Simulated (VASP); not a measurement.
# KBr in VASP: notebook

KBr is run at these levels: PBE, r2SCAN, HSE06; tasks: single point.

Program: VASP 6.6.1. These are calculated values, not measurements. Logs are shortened: lines on timing, memory, paths and dates and some standing lists are left out, and cuts for length are marked.

### Step 1. The cell of the first run

The structure is trigonal, space group R-3m (No. 166). The conventional cell has a = 4.647 Å, b = 4.647 Å, c = 11.517 Å, α = 90.00°, β = 90.00°, γ = 120.00°. Within 4.3 Å of K (site symmetry -3m) lie 6 Br at 3.30 Å. Br (site symmetry -3m) has 6 K at 3.30 Å within 4.3 Å.

### Step 2. Single point, PBE (epitaxial 111 strain -0.5%)

The input, INCAR:

```
PREC = Accurate
ENCUT = 520
EDIFF = 1E-6
ISMEAR = -1
SIGMA = 0.02
LREAL = F
LASPH = T
NELM = 80
ALGO = Normal
ISIF = 2
LWAVE = F
LCHARG = T
GGA = PE
LELF = T
LVHAR = T
NBANDS = 15
```

The input, KPOINTS:

```
Automatic mesh
0
Gamma
  6 6 6
```

The input, POSCAR:

```
KBr
1.0
    0.0259123081      3.3116488838      3.3116488838
    3.3116488838      0.0259123081      3.3116488838
    3.3116488838      3.3116488838      0.0259123081
K Br
1 1
Direct
    0.0000000000      0.0000000000      0.0000000000
    0.5000000000      0.5000000000      0.5000000000
```

Potentials or basis: VASP PAW PBE potentials, release 64 (K_sv, Br).

Launch:

```sh
$ cat potpaw_PBE.64/K_sv/POTCAR potpaw_PBE.64/Br/POTCAR > POTCAR
$ mpirun -np 1 vasp_std > vasp.out
```

OUTCAR:

```text
PREC = Accurate
   ENCUT = 520
   EDIFF = 1E-6
   ISMEAR = -1
   LREAL = F
   LASPH = T
   NELM = 80
   ISIF = 2
   GGA = PE

 ion  position               nearest neighbor table
   1  0.000  0.000  0.000-   2 3.30   2 3.30   2 3.30   2 3.30   2 3.30   2 3.30
   2  0.500  0.500  0.500-   1 3.30   1 3.30   1 3.30   1 3.30   1 3.30   1 3.30

  LATTYP: Found a trigonal (rhomboedric) cell.
 ALAT       =     4.6834504489
 COS(alpha) =     0.5078090489

  Lattice vectors:

 A1 = (   0.0259123081,   3.3116488838,   3.3116488838)
 A2 = (   3.3116488838,   0.0259123081,   3.3116488838)
 A3 = (   3.3116488838,   3.3116488838,   0.0259123081)

Analysis of symmetry for initial positions (statically):
=====================================================================
 Subroutine PRICEL returns:
 Original cell was already a primitive cell.

 Routine SETGRP: Setting up the symmetry group for a
 trigonal (rhombohedral) supercell.

 Subroutine GETGRP returns: Found 12 space group operations
 (whereof 12 operations were pure point group operations)
 out of a pool of 12 trial point group operations.

The static configuration has the point symmetry D_3d.

Analysis of symmetry for dynamics (positions and initial velocities):
=====================================================================
 Subroutine PRICEL returns:
 Original cell was already a primitive cell.

 Routine SETGRP: Setting up the symmetry group for a
 trigonal (rhombohedral) supercell.

 Subroutine GETGRP returns: Found 12 space group operations
 (whereof 12 operations were pure point group operations)
 out of a pool of 12 trial point group operations.

The dynamic configuration has the point symmetry D_3d.

 Subroutine INISYM returns: Found 12 space group operations
 (whereof 12 operations are pure point group operations),
 and found     1 'primitive' translations

----------------------------------------------------------------------------------------

                                     Primitive cell

  volume of cell :      71.7853

  direct lattice vectors                    reciprocal lattice vectors
     0.025912308  3.311648884  3.311648884    -0.152765906  0.151579855  0.151579855
     3.311648884  0.025912308  3.311648884     0.151579855 -0.152765906  0.151579855
     3.311648884  3.311648884  0.025912308     0.151579855  0.151579855 -0.152765906

  length of vectors
[... 90 lines left out ...]
   POTIM  = 0.5000    time-step for ionic-motion
   TEBEG  =    0.0;   TEEND  =   0.0 temperature during run
   PSTRESS=    0.0 pullay stress
   NELECT =      16.0000    total number of electrons
   NUPDOWN=      -1.0000    fix difference up-down
   EMIN   =  10.00;   EMAX   =-10.00  energy-range for DOS
   EFERMI =   0.00;   METHOD = LEGACY
   ISMEAR =    -1;   SIGMA  =   0.02  broadening in eV -4-tet -1-fermi 0-gaus
   EFERMI_NEDOS =   21; number of points for ismear=-14 and -15
   IALGO  =     38    algorithm
   IMIX   =      4    mixing-type and parameters
     AMIX     =   0.40;   BMIX     =  1.00
     AMIX_MAG =   1.60;   BMIX_MAG =  1.00
  volume/ion in A,a.u.               =      35.89       242.22
  Fermi-wavevector in a.u.,A,eV,Ry     =   0.992589  1.875722 13.404919  0.985234
  Thomas-Fermi vector in A             =   2.124412
   LORBIT       =      0    0 simple, 1 ext, 2 COOP (PROOUT), +10 PAW based schemes
   GGA     = PE    functional components
   LHFCALC =     F    Hartree Fock is set to
   AEXX    =    0.0000 exact exchange contribution
   IVDW    =     0    specifies the selected vdW correction
   LEPSILON=     F    determine dielectric tensor
   LRPA    =     F    only Hartree local field effects (RPA)
 non-spin polarized calculation
  energy-cutoff  :      520.00
  volume of cell :       71.79
 maximum number of plane-waves:      1952
   NGX = 17   NGY = 17   NGZ = 17

 number of electron      15.9999998 magnetization

 Free energy of the ion-electron system (eV)
  ---------------------------------------------------
  ext. energy  EPLUGINS =         0.00000000
  ---------------------------------------------------
  free energy    TOTEN  =        -6.21443631 eV

  energy without entropy =       -6.21443631  energy(sigma->0) =       -6.21443631

 E-fermi :  -1.2016     XC(G=0):  -7.3756

 val. band max:       -1.7265806024   @ k =   0.0000   0.0000   0.0000
 cond. band min:       2.7012022041   @ k =   0.0000   0.0000   0.0000
 fundamental gap:      4.4277828066
 Fermi energy:        -1.2015540900

 k-point     1 :       0.0000    0.0000    0.0000
  band No.  band energies     occupation
      1     -29.5146      2.00000
      2     -14.0292      2.00000
      3     -12.9923      2.00000
      4     -12.9923      2.00000
      5     -12.9912      2.00000
      6      -1.7529      2.00000
      7      -1.7266      2.00000
      8      -1.7266      2.00000
      9       2.7012      0.00000
     10       5.8080      0.00000
     11       5.8996      0.00000
     12       5.8996      0.00000
     13       6.6934      0.00000
     14       6.6934      0.00000
[... 401 lines left out ...]
      2     -14.0058      2.00000
      3     -13.0692      2.00000
      4     -13.0415      2.00000
      5     -12.9265      2.00000
      6      -2.4444      2.00000
      7      -2.2148      2.00000
      8      -2.1824      2.00000
      9       4.8594      0.00000
     10       6.1916      0.00000
     11       6.5632      0.00000
     12       7.5092      0.00000
     13       8.2650      0.00000
     14       9.0618      0.00000
     15       9.5890      0.00000

 [... further k-points ...]

------------------------ aborting loop because EDIFF is reached ----------------------------------------

  FORCE on cell =-STRESS in cart. coord.  units (eV):
  Direction    XX          YY          ZZ          XY          YZ          ZX
  --------------------------------------------------------------------------------------
  -------------------------------------------------------------------------------------
  Total        0.3477016      0.3477016      0.3477016     -0.0177380     -0.0177380     -0.0177380
  in kB        7.7603586      7.7603586      7.7603586     -0.3958944     -0.3958944     -0.3958944
  external PRESSURE =       7.7603586 kB  Pullay stress =       0.0000000 kB

 VOLUME and BASIS-vectors are now :
 -----------------------------------------------------------------------------
  energy-cutoff  :      520.00
  volume of cell :       71.79
      direct lattice vectors                 reciprocal lattice vectors
     0.025912308  3.311648884  3.311648884    -0.152765906  0.151579855  0.151579855
     3.311648884  0.025912308  3.311648884     0.151579855 -0.152765906  0.151579855
     3.311648884  3.311648884  0.025912308     0.151579855  0.151579855 -0.152765906

 POSITION                                       TOTAL-FORCE (eV/Angst)
 -----------------------------------------------------------------------------------
      0.00000      0.00000      0.00000        -0.000000      0.000000     -0.000000
      3.32461      3.32461      3.32461         0.000000     -0.000000      0.000000
 -----------------------------------------------------------------------------------
    total drift:                                0.000000      0.000000      0.000000

  FREE ENERGIE OF THE ION-ELECTRON SYSTEM (eV)
  ---------------------------------------------------
  free  energy   TOTEN  =        -6.2144363078 eV

  energy  without entropy=       -6.2144363078  energy(sigma->0) =       -6.21443631
```

stdout:

```text
POSCAR found type information on POSCAR K Br
 POSCAR found :  2 types and       2 ions
 scaLAPACK will be used
 LDA part: xc-table for (Slater+PW92), standard interpolation
 POSCAR, INCAR and KPOINTS ok, starting setup
 FFT: planning ... GRIDC
 FFT: planning ... GRID_SOFT
 FFT: planning ... GRID
 WAVECAR not read
 entering main loop
```

It took 40 s on 1 thread of Intel Xeon 8259CL, shared host; peak memory 0.21 GiB.

What came out:

- Free energy: -6.2144 eV
- Pressure: 0.8 GPa
- Band gap on the k mesh: 4.43 eV

Levels at points of the mesh, in eV from the valence-band top:
| k point | band 6 | band 7 | band 8 | band 9 | band 10 | band 11 |
| --- | --- | --- | --- | --- | --- | --- |
| (0.00, 0.00, 0.00) | -0.03 | 0.00 | 0.00 | 4.43 | 7.53 | 7.63 |
| (0.50, 0.00, 0.00) | -1.19 | -0.36 | -0.34 | 6.58 | 8.24 | 9.73 |
| (0.50, 0.50, 0.00) | -0.82 | -0.31 | -0.28 | 5.85 | 7.19 | 9.36 |
| (0.50, 0.50, 0.50) | -1.19 | -0.32 | -0.32 | 6.59 | 8.19 | 9.73 |

Caveat: the cell differs from its parent crystal (epitaxial 111 strain -0.5%).

### Step 3. Single point, r2SCAN (epitaxial xy strain -2.5%)

The input, POSCAR:

```
KBr
1.0
    0.0000000000      3.2196916193      3.3244293903
    3.2196916193      0.0000000000      3.3244293903
    3.2196916193      3.2196916193      0.0000000000
K Br
1 1
Direct
    0.0000000000      0.0000000000      0.0000000000
    0.5000000000      0.5000000000      0.5000000000
```

The input, INCAR.step1:

```
SYSTEM = KBr
PREC = Accurate ; ENCUT = 520
ISMEAR = 0 ; SIGMA = 0.01
LREAL = .False. ; LASPH = .True.
NELM = 100 ; NBANDS = 15
GGA = PE ; ALGO = Normal
EDIFF = 1E-4 ; LWAVE = .True.
LCHARG = .False.
```

The input, INCAR.step2:

```
SYSTEM = KBr
PREC = Accurate ; ENCUT = 520
EDIFF = 1E-7 ; ISMEAR = 0
SIGMA = 0.01 ; LREAL = .False.
LASPH = .True. ; NELM = 100
ALGO = Normal ; ISIF = 2
LWAVE = .False. ; LCHARG = .False.
METAGGA = R2SCAN ; LMIXTAU = .True.
NBANDS = 15 ; ISTART = 1
```

The input, KPOINTS:

```
regular mesh
0
Gamma
  6 6 6
  0 0 0
```

Potentials or basis: VASP PAW PBE potentials, release 64 (K_sv, Br).

Launch:

```sh
$ cat potpaw_PBE.64/K_sv/POTCAR potpaw_PBE.64/Br/POTCAR > POTCAR
$ cp INCAR.step1 INCAR
$ mpirun -np 1 vasp_std > vasp.out
$ cp INCAR.step2 INCAR
$ mpirun -np 1 vasp_std > vasp.out
```

OUTCAR:

```text
SYSTEM = KBr
   PREC = Accurate
   ENCUT = 520
   EDIFF = 1E-7
   ISMEAR = 0
   LREAL = .False.
   LASPH = .True.
   NELM = 100
   ISIF = 2
   METAGGA = R2SCAN
   ISTART = 1

 ion  position               nearest neighbor table
   1  0.000  0.000  0.000-   2 3.22   2 3.22   2 3.22   2 3.22
   2  0.500  0.500  0.500-   1 3.22   1 3.22   1 3.22   1 3.22

  LATTYP: Found a body centered tetragonal cell.
 ALAT       =     4.5533315547
 C/A-ratio  =     1.4602184578

  Lattice vectors:

[... 621 lines left out ...]

  FORCE on cell =-STRESS in cart. coord.  units (eV):
  Direction    XX          YY          ZZ          XY          YZ          ZX
  --------------------------------------------------------------------------------------
  -------------------------------------------------------------------------------------
  Total        0.5676707      0.5676707     -0.0002689      0.0000000     -0.0000000      0.0000000
  in kB       13.1956694     13.1956694     -0.0062506      0.0000000     -0.0000000      0.0000000
  external PRESSURE =       8.7950294 kB  Pullay stress =       0.0000000 kB

 VOLUME and BASIS-vectors are now :
 -----------------------------------------------------------------------------
  energy-cutoff  :      520.00
  volume of cell :       68.92
      direct lattice vectors                 reciprocal lattice vectors
     0.000000000  3.219691619  3.324429390    -0.155294376  0.155294376  0.150401751
     3.219691619  0.000000000  3.324429390     0.155294376 -0.155294376  0.150401751
     3.219691619  3.219691619  0.000000000     0.155294376  0.155294376 -0.150401751

 POSITION                                       TOTAL-FORCE (eV/Angst)
 -----------------------------------------------------------------------------------
      0.00000      0.00000      0.00000         0.000000      0.000000     -0.000000
      3.21969      3.21969      3.32443        -0.000000     -0.000000      0.000000
 -----------------------------------------------------------------------------------
    total drift:                                0.000000      0.000000      0.000000

  FREE ENERGIE OF THE ION-ELECTRON SYSTEM (eV)
  ---------------------------------------------------
  free  energy   TOTEN  =       -23.2340700515 eV

  energy  without entropy=      -23.2340700515  energy(sigma->0) =      -23.23407005
```

OSZICAR.step1:

```text
N       E                     dE             d eps       ncg     rms          rms(c)
DAV:   1     0.100938786534E+03    0.10094E+03   -0.69924E+03   900   0.947E+02
DAV:   2    -0.158333406712E-01   -0.10095E+03   -0.91442E+02  1180   0.227E+02
DAV:   3    -0.613337865290E+01   -0.61175E+01   -0.60829E+01  1229   0.503E+01
DAV:   4    -0.635147146465E+01   -0.21809E+00   -0.21803E+00  1316   0.856E+00
DAV:   5    -0.635319568471E+01   -0.17242E-02   -0.17242E-02  1250   0.891E-01    0.338E+00
DAV:   6    -0.618891386436E+01    0.16428E+00   -0.21005E-01  1117   0.225E+00    0.248E+00
DAV:   7    -0.617876701283E+01    0.10147E-01   -0.10639E-01  1222   0.178E+00    0.108E+00
DAV:   8    -0.618707701897E+01   -0.83100E-02   -0.11371E-02   977   0.792E-01    0.115E-01
DAV:   9    -0.618782687705E+01   -0.74986E-03   -0.68729E-04  1236   0.163E-01    0.755E-02
DAV:  10    -0.618811396541E+01   -0.28709E-03   -0.27698E-04   913   0.964E-02    0.108E-02
DAV:  11    -0.618813112483E+01   -0.17159E-04   -0.20701E-05   891   0.297E-02
   1 F= -.61881311E+01 E0= -.61881311E+01  d E =-.531130E-66
```

Run time: 2.7 min. Hardware: 1 thread of Intel Xeon 8259CL, shared host; peak memory 0.23 GiB.

What came out:

- Free energy: -23.2341 eV
- Pressure: 0.9 GPa
- Band gap on the k mesh: 5.19 eV

Levels at points of the mesh, in eV from the valence-band top:
```tsv
k point	band 5	band 6	band 7	band 8	band 9	band 10	band 11	band 12
(0.00, 0.00, 0.00)	-11.51	-0.02	0.00	0.00	5.19	8.09	8.30	8.30
(0.50, 0.00, 0.00)	-11.23	-1.26	-0.38	-0.37	7.21	9.01	10.64	10.64
(0.50, 0.50, 0.00)	-11.55	-0.91	-0.28	-0.28	6.33	8.18	10.22	10.27
(0.50, 0.00, 0.50)	-11.55	-0.86	-0.33	-0.32	6.28	8.19	10.29	10.42
```

Caveat: the cell differs from its parent crystal (epitaxial xy strain -2.5%); the PAW data sets were made with another functional, which shifts forces and pressure a little.

### Step 4. Single point, r2SCAN (epitaxial 111 strain -0.5%)

The input, POSCAR:

```
KBr
1.0
    0.0259123081      3.3116488838      3.3116488838
    3.3116488838      0.0259123081      3.3116488838
    3.3116488838      3.3116488838      0.0259123081
K Br
1 1
Direct
    0.0000000000      0.0000000000      0.0000000000
    0.5000000000      0.5000000000      0.5000000000
```

The input, INCAR.step1:

```
SYSTEM = KBr
PREC = Accurate
ENCUT = 520
ISMEAR = 0
SIGMA = 0.01
LREAL = .False.
LASPH = .True.
NELM = 100
NBANDS = 15
GGA = PE
ALGO = Normal
EDIFF = 1E-4
LWAVE = .True.
LCHARG = .False.
```

The input, INCAR.step2:

```
SYSTEM = KBr
PREC = Accurate
ENCUT = 520
EDIFF = 1E-6
ISMEAR = 0
SIGMA = 0.01
LREAL = .False.
LASPH = .True.
NELM = 100
ALGO = Normal
ISIF = 2
LWAVE = .False.
LCHARG = .False.
METAGGA = R2SCAN
LMIXTAU = .True.
NBANDS = 15
ISTART = 1
```

KPOINTS is that of step 3.

Potentials or basis: VASP PAW PBE potentials, release 64 (K_sv, Br).

Launch:

```sh
$ cat potpaw_PBE.64/K_sv/POTCAR potpaw_PBE.64/Br/POTCAR > POTCAR
$ cp INCAR.step1 INCAR
$ mpirun -np 1 vasp_std > vasp.out
$ cp INCAR.step2 INCAR
$ mpirun -np 1 vasp_std > vasp.out
```

OUTCAR:

```text
SYSTEM = KBr
   PREC = Accurate
   ENCUT = 520
   EDIFF = 1E-6
   ISMEAR = 0
   LREAL = .False.
   LASPH = .True.
   NELM = 100
   ISIF = 2
   METAGGA = R2SCAN
   ISTART = 1

 ion  position               nearest neighbor table
   1  0.000  0.000  0.000-   2 3.30   2 3.30   2 3.30   2 3.30   2 3.30   2 3.30
   2  0.500  0.500  0.500-   1 3.30   1 3.30   1 3.30   1 3.30   1 3.30   1 3.30

  LATTYP: Found a trigonal (rhomboedric) cell.
 ALAT       =     4.6834504489
 COS(alpha) =     0.5078090489

  Lattice vectors:
[... 621 lines left out ...]

  FORCE on cell =-STRESS in cart. coord.  units (eV):
  Direction    XX          YY          ZZ          XY          YZ          ZX
  --------------------------------------------------------------------------------------
  -------------------------------------------------------------------------------------
  Total        0.0361981      0.0361981      0.0361981     -0.0188050     -0.0188050     -0.0188050
  in kB        0.8079066      0.8079066      0.8079066     -0.4197087     -0.4197087     -0.4197087
  external PRESSURE =       0.8079066 kB  Pullay stress =       0.0000000 kB

 VOLUME and BASIS-vectors are now :
 -----------------------------------------------------------------------------
  energy-cutoff  :      520.00
  volume of cell :       71.79
      direct lattice vectors                 reciprocal lattice vectors
     0.025912308  3.311648884  3.311648884    -0.152765906  0.151579855  0.151579855
     3.311648884  0.025912308  3.311648884     0.151579855 -0.152765906  0.151579855
     3.311648884  3.311648884  0.025912308     0.151579855  0.151579855 -0.152765906

 POSITION                                       TOTAL-FORCE (eV/Angst)
 -----------------------------------------------------------------------------------
      0.00000      0.00000      0.00000        -0.000000      0.000000     -0.000000
      3.32461      3.32461      3.32461         0.000000     -0.000000      0.000000
 -----------------------------------------------------------------------------------
    total drift:                                0.000000      0.000000      0.000000

  FREE ENERGIE OF THE ION-ELECTRON SYSTEM (eV)
  ---------------------------------------------------
  free  energy   TOTEN  =       -23.2483072660 eV

  energy  without entropy=      -23.2483072660  energy(sigma->0) =      -23.24830727
```

OSZICAR.step1:

```text
N       E                     dE             d eps       ncg     rms          rms(c)
DAV:   1     0.984046661468E+02    0.98405E+02   -0.68685E+03   960   0.942E+02
DAV:   2    -0.370610348009E+00   -0.98775E+02   -0.91098E+02  1263   0.226E+02
DAV:   3    -0.617138337418E+01   -0.58008E+01   -0.57706E+01  1325   0.489E+01
DAV:   4    -0.638520086175E+01   -0.21382E+00   -0.21377E+00  1448   0.815E+00
DAV:   5    -0.638692627387E+01   -0.17254E-02   -0.17254E-02  1332   0.806E-01    0.311E+00
DAV:   6    -0.621553798257E+01    0.17139E+00   -0.21801E-01  1233   0.224E+00    0.228E+00
DAV:   7    -0.620435961907E+01    0.11178E-01   -0.10750E-01  1317   0.176E+00    0.103E+00
DAV:   8    -0.621330984319E+01   -0.89502E-02   -0.12178E-02  1062   0.792E-01    0.110E-01
DAV:   9    -0.621415137536E+01   -0.84153E-03   -0.86379E-04  1303   0.179E-01    0.788E-02
DAV:  10    -0.621441708432E+01   -0.26571E-03   -0.26484E-04  1008   0.934E-02    0.114E-02
DAV:  11    -0.621443384318E+01   -0.16759E-04   -0.21324E-05   970   0.289E-02
   1 F= -.62144338E+01 E0= -.62144338E+01  d E =-.220571E-55
```

It took 2.7 min on 1 thread of Intel Xeon 8259CL, shared host; peak memory 0.23 GiB.

Results:

```yaml
Free_energy: -23.2483 eV
Pressure: 0.1 GPa
Band_gap_on_the_k_mesh: 5.07 eV
```

Caveat: the cell differs from its parent crystal (epitaxial 111 strain -0.5%); the PAW data sets were made with another functional, which shifts forces and pressure a little.

(Continued in part 2 of 2.)
